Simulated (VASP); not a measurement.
**LiCl: single point with PBE**

The system is LiCl.

```
Li Cl
1.0
     0.00000    2.68671    2.68671
     2.68671    0.00000    2.68671
     2.68671    2.68671    0.00000
Li Cl
1 1
Direct
  0.00000 0.00000 0.00000
  0.25000 0.25000 0.25000
```

This cell differs from its parent crystal: volume changed by -5%.

```
Program                : VASP 6.6.1
Task                   : single point
Functional             : PBE
Potentials or basis    : VASP PAW PBE potentials, release 64 (Li_sv, Cl)
Cutoff                 : 520 eV
k mesh                 : 4 × 4 × 4
Occupations            : gaussian, width 0.01 eV
Spin                   : no spin polarisation
Dipole correction      : no
Further INCAR settings : ALGO = Normal; EDIFF = 1e-06; NBANDS = 12
```

```json
{"Band gap on the k mesh": "6.24 eV, direct"}
```

Levels at points of the mesh, in eV from the valence-band top:
| k point | band 1 | band 2 | band 3 | band 4 | band 5 | band 6 | band 7 | band 8 | band 9 | band 10 |
| --- | --- | --- | --- | --- | --- | --- | --- | --- | --- | --- |
| (0.00, 0.00, 0.00) | -42.73 | -12.85 | 0.00 | 0.00 | 0.00 | 6.24 | 10.24 | 10.24 | 10.24 | 14.69 |
| (0.50, 0.00, 0.00) | -42.73 | -12.52 | -2.20 | -0.32 | -0.32 | 8.54 | 10.41 | 10.41 | 11.04 | 16.41 |
| (0.50, 0.50, 0.00) | -42.73 | -12.41 | -1.77 | -0.92 | -0.92 | 6.61 | 9.71 | 14.01 | 14.32 | 14.32 |

Run time: 7.7 s on 1 thread of Intel Xeon 8259CL (shared host), peak memory 0.15 GiB.

Caveat: the k points lie up to 0.51 Å⁻¹ apart. A k mesh can miss the band edges.
